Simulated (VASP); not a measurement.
A run of VASP 6.6.1 is set up as follows.

Contents of POSCAR:

```
CuO
1.0
    2.3446497600     -1.7133998200      0.0000000000
    2.3446497600      1.7133998200      0.0000000000
   -0.8605499100      0.0000000000      5.0594394800
Cu O
2 2
Direct
    0.0032000000      0.4968000000      0.0000000000
    0.4968000000      0.0032000000      0.5000000000
    0.5714000000      0.4056000000      0.2537000000
    0.4056000000      0.5714000000      0.7537000000
```

Contents of INCAR.step1:

```
ALGO     = Normal         # electronic algorithm
EDIFF    = 1E-4           # SCF threshold, eV
ENCUT    = 520            # plane-wave cutoff, eV
GGA      = PE             # functional
ISMEAR   = 0              # smearing method
ISPIN    = 2              # spin polarisation
LASPH    = T              # aspherical terms in the spheres
LCHARG   = F              # write CHGCAR
LDAU     = T              # DFT+U
LDAUJ    = 0 0          
LDAUL    = 2 -1           # shell
LDAUTYPE = 2            
LDAUU    = 2.5 0          # U, eV
LMAXMIX  = 4              # l up to which the mixer works
LREAL    = F              # projectors in reciprocal space
LWAVE    = T              # write WAVECAR
MAGMOM   = 1 1 0 0        # initial moments
NBANDS   = 29             # bands
NELM     = 150            # most SCF steps
PREC     = Accurate       # precision mode
SIGMA    = 0.05           # smearing width, eV
```

File INCAR.step2:

```
ALGO     = Normal         # electronic algorithm
EDIFF    = 1E-6           # SCF threshold, eV
ENCUT    = 520            # plane-wave cutoff, eV
ISIF     = 2              # what is computed and relaxed
ISMEAR   = 0              # smearing method
ISPIN    = 2              # spin polarisation
ISTART   = 1            
LASPH    = T              # aspherical terms in the spheres
LCHARG   = F              # write CHGCAR
LDAU     = T              # DFT+U
LDAUJ    = 0 0          
LDAUL    = 2 -1           # shell
LDAUPRINT= 1            
LDAUTYPE = 2            
LDAUU    = 2.5 0          # U, eV
LMAXMIX  = 4              # l up to which the mixer works
LMIXTAU  = T            
LORBIT   = 11             # projections on sites
LREAL    = F              # projectors in reciprocal space
LWAVE    = F              # write WAVECAR
MAGMOM   = 1 1 0 0        # initial moments
METAGGA  = R2SCAN         # meta-GGA
NBANDS   = 29             # bands
NELM     = 150            # most SCF steps
PREC     = Accurate       # precision mode
SIGMA    = 0.05           # smearing width, eV
```

KPOINTS

```
k-points
0
Gamma
  7 7 4
```

Potentials or basis: VASP PAW PBE potentials, release 64 (Cu, O).

Run with:

```bash
$ cat potpaw_PBE.64/Cu/POTCAR potpaw_PBE.64/O/POTCAR > POTCAR
$ cp INCAR.step1 INCAR
$ mpirun -np 1 vasp_std > vasp.out
$ cp INCAR.step2 INCAR
$ mpirun -np 1 vasp_std > vasp.out
```

Q: Estimate the band gap on the k mesh.

A: 0.57 eV (least direct gap 0.59 eV).

Q: What does it give for the pressure?

A: -0.5 GPa.

Q: Predict the largest force.

A: 0.813 eV/Å.

Q: Estimate the net moment.

A: 2.00 μB per cell.

Stress tensor (GPa, compression positive):
```
-1.42  0.00  0.06
 0.00  0.08  0.00
 0.06  0.00 -0.26
```

Caveat: the PAW data sets were made with another functional, which shifts forces and pressure a little; an odd mesh through Γ misses points on the zone boundary, where band edges can lie.
